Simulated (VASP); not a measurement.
# NaF (Fm-3m) in VASP: a series of runs

NaF is run at these levels: PBE; tasks: single point.

Everything below comes from runs of VASP 6.6.1. Logs are shortened: lines on timing, memory, paths and dates and some standing lists are left out, and cuts for length are marked.

**1. The cell of the first run**

It takes space group Fm-3m (No. 225, cubic). Conventional cell: a = 4.693 Å, b = 4.693 Å, c = 4.693 Å, α = 90.00°, β = 90.00°, γ = 90.00°. Within 3.1 Å of Na (site symmetry m-3m) lie 6 F at 2.35 Å. F (site symmetry m-3m) has 6 Na at 2.35 Å within 3.1 Å.

**2. Single point, PBE (volume scaled by 1.03)**

INCAR reads:

```
  PREC = Accurate
  ENCUT = 520
  EDIFF = 1E-7
  ISMEAR = -1
  SIGMA = 0.02
  LREAL = False
  LASPH = True
  NELM = 100
  ALGO = Normal
  ISIF = 2
  LWAVE = False
  LCHARG = True
  GGA = PE
  LELF = True
  LVHAR = True
  NBANDS = 14
```

KPOINTS reads:

```
Automatic mesh
0
Gamma
  10 10 10
```

POSCAR reads:

```
NaF
1.0
    0.0000000000      2.3463044664      2.3463044664
    2.3463044664      0.0000000000      2.3463044664
    2.3463044664      2.3463044664      0.0000000000
Na F
1 1
Direct
    0.0000000000      0.0000000000      0.0000000000
    0.5000000000      0.5000000000      0.5000000000
```

Potentials or basis: VASP PAW PBE potentials, release 64 (Na_pv, F).

Started as:

```bash
cat potpaw_PBE.64/Na_pv/POTCAR potpaw_PBE.64/F/POTCAR > POTCAR
mpirun -np 1 vasp_std > vasp.out
```

OUTCAR:

```text
PREC = Accurate
   ENCUT = 520
   EDIFF = 1E-7
   ISMEAR = -1
   LREAL = False
   LASPH = True
   NELM = 100
   ISIF = 2
   GGA = PE

 ion  position               nearest neighbor table
   1  0.000  0.000  0.000-   2 2.35   2 2.35   2 2.35   2 2.35   2 2.35   2 2.35
   2  0.500  0.500  0.500-   1 2.35   1 2.35   1 2.35   1 2.35   1 2.35   1 2.35

  LATTYP: Found a face centered cubic cell.
 ALAT       =     4.6926089328

  Lattice vectors:

 A1 = (   0.0000000000,   2.3463044664,   2.3463044664)
 A2 = (   2.3463044664,   0.0000000000,   2.3463044664)
 A3 = (   2.3463044664,   2.3463044664,   0.0000000000)

Analysis of symmetry for initial positions (statically):
=====================================================================
 Subroutine PRICEL returns:
 Original cell was already a primitive cell.

 Routine SETGRP: Setting up the symmetry group for a
 face centered cubic supercell.

 Subroutine GETGRP returns: Found 48 space group operations
 (whereof 48 operations were pure point group operations)
 out of a pool of 48 trial point group operations.

The static configuration has the point symmetry O_h .

Analysis of symmetry for dynamics (positions and initial velocities):
=====================================================================
 Subroutine PRICEL returns:
 Original cell was already a primitive cell.

 Routine SETGRP: Setting up the symmetry group for a
 face centered cubic supercell.

 Subroutine GETGRP returns: Found 48 space group operations
 (whereof 48 operations were pure point group operations)
 out of a pool of 48 trial point group operations.

The dynamic configuration has the point symmetry O_h .

 Subroutine INISYM returns: Found 48 space group operations
 (whereof 48 operations are pure point group operations),
 and found     1 'primitive' translations

----------------------------------------------------------------------------------------

                                     Primitive cell

  volume of cell :      25.8335

  direct lattice vectors                    reciprocal lattice vectors
     0.000000000  2.346304466  2.346304466    -0.213101073  0.213101073  0.213101073
     2.346304466  0.000000000  2.346304466     0.213101073 -0.213101073  0.213101073
     2.346304466  2.346304466  0.000000000     0.213101073  0.213101073 -0.213101073

  length of vectors
     3.318175598  3.318175598  3.318175598     0.369101886  0.369101886  0.369101886

  position of ions in fractional coordinates (direct lattice)
     0.000000000  0.000000000  0.000000000
     0.500000000  0.500000000  0.500000000

  ion indices of the primitive-cell ions
   primitive index   ion index
                 1           1
                 2           2

----------------------------------------------------------------------------------------

 KPOINTS: Automatic mesh

Automatic generation of k-mesh.
 Grid dimensions read from file:
 generate k-points for:   10   10   10

 Generating k-lattice:

  Cartesian coordinates                     Fractional coordinates (reciprocal lattice)
    -0.021310107  0.021310107  0.021310107     0.100000000  0.000000000  0.000000000
     0.021310107 -0.021310107  0.021310107     0.000000000  0.100000000  0.000000000
     0.021310107  0.021310107 -0.021310107     0.000000000  0.000000000  0.100000000

  Length of vectors
     0.036910189  0.036910189  0.036910189

  Shift w.r.t. Gamma in fractional coordinates (k-lattice)
     0.000000000  0.000000000  0.000000000

 Subroutine IBZKPT returns following result:
 ===========================================

 Found     47 irreducible k-points:

 Following reciprocal coordinates:
            Coordinates               Weight
  0.000000  0.000000  0.000000      1.000000
  0.100000  0.000000  0.000000      8.000000
  0.200000  0.000000  0.000000      8.000000
  0.300000  0.000000  0.000000      8.000000
  0.400000  0.000000  0.000000      8.000000
  0.500000  0.000000  0.000000      4.000000
[... 16 lines left out ...]
  0.300000  0.300000  0.000000      6.000000
  0.400000  0.300000  0.000000     24.000000
 [... further k-points ...]
   k-points           NKPTS =     47   k-points in BZ     NKDIM =     47   number of bands    NBANDS=     14
   number of dos      NEDOS =    301   number of ions     NIONS =      2
   total plane-waves  NPLWV =  21952
   dimension x,y,z NGX =    28 NGY =   28 NGZ =   28
   dimension x,y,z NGXF=    56 NGYF=   56 NGZF=   56
   ions per type =               1   1
   NGX,Y,Z   is equivalent  to a cutoff of  14.03, 14.03, 14.03 a.u.
   NGXF,Y,Z  is equivalent  to a cutoff of  28.06, 28.06, 28.06 a.u.
 SYSTEM =  unknown system
   PREC   = accura    normal or accurate (medium, high low for compatibility)
   ISTART =      0    job   : 0-new  1-cont  2-samecut
   ICHARG =      2    charge: 1-file 2-atom 10-const
   ISPIN  =      1    spin polarized calculation?
   LNONCOLLINEAR =      F non collinear calculations
   LSORBIT =      F    spin-orbit coupling
   LASPH  =      T    aspherical Exc in radial PAW
   ENCUT  =  520.0 eV  38.22 Ry    6.18 a.u.   6.17  6.17  6.17*2*pi/ulx,y,z
   NELM   =    100;   NELMIN=  2; NELMDL= -5     # of ELM steps
   EDIFF  = 0.1E-06   stopping-criterion for ELM
   LREAL  =      F    real-space projection
   EDIFFG = 0.1E-05   stopping-criterion for IOM
   NSW    =      0    number of steps for IOM
   IBRION =     -1    ionic relax: 0-MD 1-quasi-New 2-CG
   NFREE  =      0    steps in history (QN), initial steepest desc. (CG)
   ISIF   =      2    stress and relaxation
   ISYM   =      2    0-nonsym 1-usesym 2-fastsym
   POTIM  = 0.5000    time-step for ionic-motion
   TEBEG  =    0.0;   TEEND  =   0.0 temperature during run
   PSTRESS=    0.0 pullay stress
   NELECT =      14.0000    total number of electrons
   NUPDOWN=      -1.0000    fix difference up-down
   EMIN   =  10.00;   EMAX   =-10.00  energy-range for DOS
   EFERMI =   0.00;   METHOD = LEGACY
   ISMEAR =    -1;   SIGMA  =   0.02  broadening in eV -4-tet -1-fermi 0-gaus
   EFERMI_NEDOS =   21; number of points for ismear=-14 and -15
   IALGO  =     38    algorithm
   IMIX   =      4    mixing-type and parameters
     AMIX     =   0.40;   BMIX     =  1.00
     AMIX_MAG =   1.60;   BMIX_MAG =  1.00
  volume/ion in A,a.u.               =      12.92        87.17
  Fermi-wavevector in a.u.,A,eV,Ry     =   1.334719  2.522253 24.238433  1.781475
  Thomas-Fermi vector in A             =   2.463479
   LORBIT       =      0    0 simple, 1 ext, 2 COOP (PROOUT), +10 PAW based schemes
   GGA     = PE    functional components
   LHFCALC =     F    Hartree Fock is set to
   AEXX    =    0.0000 exact exchange contribution
   IVDW    =     0    specifies the selected vdW correction
   LEPSILON=     F    determine dielectric tensor
   LRPA    =     F    only Hartree local field effects (RPA)
 non-spin polarized calculation
  energy-cutoff  :      520.00
  volume of cell :       25.83
 maximum number of plane-waves:       725
 NGX is ok and might be reduce to    28
   NGX = 13   NGY = 13   NGZ = 13

 number of electron      14.0000004 magnetization

 Free energy of the ion-electron system (eV)
  ---------------------------------------------------
  ext. energy  EPLUGINS =         0.00000000
  ---------------------------------------------------
  free energy    TOTEN  =        -8.56923759 eV

  energy without entropy =       -8.56923759  energy(sigma->0) =       -8.56923759

 E-fermi :  -1.7249     XC(G=0):  -8.9766

 val. band max:       -2.2433589904   @ k =   0.0000   0.0000   0.0000
 cond. band min:       3.8567834245   @ k =   0.0000   0.0000   0.0000
 fundamental gap:      6.1001424149
 Fermi energy:        -1.7248690779

 k-point     1 :       0.0000    0.0000    0.0000
  band No.  band energies     occupation
      1     -21.3563      2.00000
      2     -21.3045      2.00000
      3     -21.3045      2.00000
      4     -21.3045      2.00000
      5      -2.2434      2.00000
      6      -2.2434      2.00000
      7      -2.2434      2.00000
      8       3.8568      0.00000
      9      16.4625      0.00000
     10      16.4625      0.00000
     11      16.4625      0.00000
     12      19.2497      0.00000
     13      21.3828      0.00000
     14      21.3828      0.00000

 k-point     2 :       0.1000    0.0000    0.0000
  band No.  band energies     occupation
      1     -21.5570      2.00000
      2     -21.3056      2.00000
      3     -21.3056      2.00000
      4     -21.0913      2.00000
      5      -2.4305      2.00000
      6      -2.2664      2.00000
      7      -2.2664      2.00000
      8       4.2053      0.00000
      9      15.1981      0.00000
     10      16.6080      0.00000
     11      16.6080      0.00000
     12      20.6276      0.00000
     13      20.9464      0.00000
     14      20.9464      0.00000

 k-point     3 :       0.2000    0.0000    0.0000
  band No.  band energies     occupation
      1     -21.7503      2.00000
      2     -21.3083      2.00000
      3     -21.3083      2.00000
      4     -20.8664      2.00000
      5      -2.8609      2.00000
      6      -2.3261      2.00000
      7      -2.3261      2.00000
      8       5.1062      0.00000
      9      13.4506      0.00000
     10      16.9681      0.00000
     11      16.9681      0.00000
     12      20.3065      0.00000
     13      20.3065      0.00000
     14      21.6183      0.00000

 k-point     4 :       0.3000    0.0000    0.0000
  band No.  band energies     occupation
      1     -21.8981      2.00000
      2     -21.3117      2.00000
      3     -21.3117      2.00000
      4     -20.6795      2.00000
      5      -3.3130      2.00000
      6      -2.3989      2.00000
      7      -2.3989      2.00000
      8       6.2972      0.00000
      9      11.9348      0.00000
     10      17.3143      0.00000
     11      17.3143      0.00000
     12      20.0096      0.00000
     13      20.0096      0.00000
     14      21.3564      0.00000

 k-point     5 :       0.4000    0.0000    0.0000
  band No.  band energies     occupation
      1     -21.9902      2.00000
      2     -21.3145      2.00000
      3     -21.3145      2.00000
      4     -20.5550      2.00000
      5      -3.6359      2.00000
      6      -2.4570      2.00000
      7      -2.4570      2.00000
      8       7.5376      0.00000
      9      10.6562      0.00000
     10      17.4470      0.00000
     11      17.4470      0.00000
[... 276 lines left out ...]
 k-point    22 :      -0.2000    0.2000    0.0000
  band No.  band energies     occupation
      1     -21.8646      2.00000
      2     -21.3398      2.00000
      3     -21.3097      2.00000
      4     -20.6907      2.00000
      5      -3.2564      2.00000
      6      -2.5921      2.00000
      7      -2.4115      2.00000
      8       6.7143      0.00000
      9      12.0534      0.00000
     10      15.3822      0.00000
     11      18.3694      0.00000
     12      18.6255      0.00000
     13      20.0065      0.00000
     14      23.6711      0.00000

 k-point    23 :       0.3000    0.3000    0.0000
  band No.  band energies     occupation
      1     -21.7091      2.00000
      2     -21.3348      2.00000
      3     -21.3348      2.00000
      4     -20.8540      2.00000
      5      -3.2525      2.00000
      6      -2.5052      2.00000
      7      -2.5052      2.00000
      8       7.0488      0.00000
      9      11.9951      0.00000
     10      15.2162      0.00000
     11      16.8509      0.00000
     12      16.8509      0.00000
     13      22.7148      0.00000
     14      23.5797      0.00000

 k-point    24 :       0.4000    0.3000    0.0000
  band No.  band energies     occupation
      1     -21.6905      2.00000
      2     -21.3463      2.00000
      3     -21.3395      2.00000
      4     -20.8563      2.00000
      5      -3.3603      2.00000
      6      -2.6071      2.00000
      7      -2.5543      2.00000
      8       8.0377      0.00000
      9      11.4430      0.00000
     10      14.0983      0.00000
     11      16.9188      0.00000
     12      16.9537      0.00000
     13      22.4979      0.00000
     14      23.9276      0.00000

 [... further k-points ...]
[... 5 lines left out ...]
  --------------------------------------------------------------------------------------
  -------------------------------------------------------------------------------------
  Total        0.0183497      0.0183497      0.0183497      0.0000000      0.0000000      0.0000000
  in kB        1.1380344      1.1380344      1.1380344      0.0000000      0.0000000      0.0000000
  external PRESSURE =       1.1380344 kB  Pullay stress =       0.0000000 kB

 VOLUME and BASIS-vectors are now :
 -----------------------------------------------------------------------------
  energy-cutoff  :      520.00
  volume of cell :       25.83
      direct lattice vectors                 reciprocal lattice vectors
     0.000000000  2.346304466  2.346304466    -0.213101073  0.213101073  0.213101073
     2.346304466  0.000000000  2.346304466     0.213101073 -0.213101073  0.213101073
     2.346304466  2.346304466  0.000000000     0.213101073  0.213101073 -0.213101073

 POSITION                                       TOTAL-FORCE (eV/Angst)
 -----------------------------------------------------------------------------------
      0.00000      0.00000      0.00000        -0.000000     -0.000000     -0.000000
      2.34630      2.34630      2.34630         0.000000      0.000000      0.000000
 -----------------------------------------------------------------------------------
    total drift:                                0.000000      0.000000      0.000000

  FREE ENERGIE OF THE ION-ELECTRON SYSTEM (eV)
  ---------------------------------------------------
  free  energy   TOTEN  =        -8.5692375869 eV

  energy  without entropy=       -8.5692375869  energy(sigma->0) =       -8.56923759
```

Run time: 10 s. Hardware: 1 thread of Intel Xeon 6975P-C (Granite Rapids), shared host; peak memory 0.15 GiB.

Results:

- Free energy: -8.5692 eV
- Pressure: 0.1 GPa
- Band gap on the k mesh: 6.10 eV, direct

**3. Single point, PBE (volume scaled by 1.06)**

INCAR reads:

```
SYSTEM = NaF
PREC     = Accurate       ! precision mode
ENCUT    = 520            ! plane-wave cutoff, eV
EDIFF    = 1E-6           ! SCF threshold, eV
ISMEAR   = -1             ! smearing method
SIGMA    = 0.02           ! smearing width, eV
LREAL    = .FALSE.        ! projectors in reciprocal space
LASPH    = .TRUE.         ! aspherical terms in the spheres
NELM     = 60             ! most SCF steps
ALGO     = Normal         ! electronic algorithm
ISIF     = 2              ! what is computed and relaxed
LWAVE    = .FALSE.        ! write WAVECAR
LCHARG   = .FALSE.        ! write CHGCAR
GGA      = PE             ! functional
NBANDS   = 14             ! bands
```

KPOINTS reads:

```
Automatic mesh
0
G
  10 10 10
  0 0 0
```

POSCAR reads:

```
NaF
1.0
    0.0000000000      2.3688664703      2.3688664703
    2.3688664703      0.0000000000      2.3688664703
    2.3688664703      2.3688664703      0.0000000000
Na F
1 1
Direct
    0.0000000000      0.0000000000      0.0000000000
    0.5000000000      0.5000000000      0.5000000000
```

Potentials or basis: VASP PAW PBE potentials, release 64 (Na_pv, F).

Started as:

```bash
cat potpaw_PBE.64/Na_pv/POTCAR potpaw_PBE.64/F/POTCAR > POTCAR
mpirun -np 1 vasp_std > vasp.out
```

Wall time 7.7 s (1 thread of Intel Xeon 6975P-C (Granite Rapids), shared host); peak memory 0.15 GiB.

It converged, with:

```
Free energy            : -8.5679 eV
Pressure               : -1.2 GPa
Band gap on the k mesh : 5.95 eV, direct
```

Levels at points of the mesh, in eV from the valence-band top:
| k point | band 5 | band 6 | band 7 | band 8 | band 9 | band 10 |
| --- | --- | --- | --- | --- | --- | --- |
| (0.00, 0.00, 0.00) | 0.00 | 0.00 | 0.00 | 5.95 | 18.50 | 18.50 |
| (0.50, 0.00, 0.00) | -1.45 | -0.22 | -0.22 | 10.38 | 11.91 | 19.39 |
| (0.50, 0.50, 0.00) | -1.17 | -0.37 | -0.37 | 12.61 | 12.96 | 13.07 |
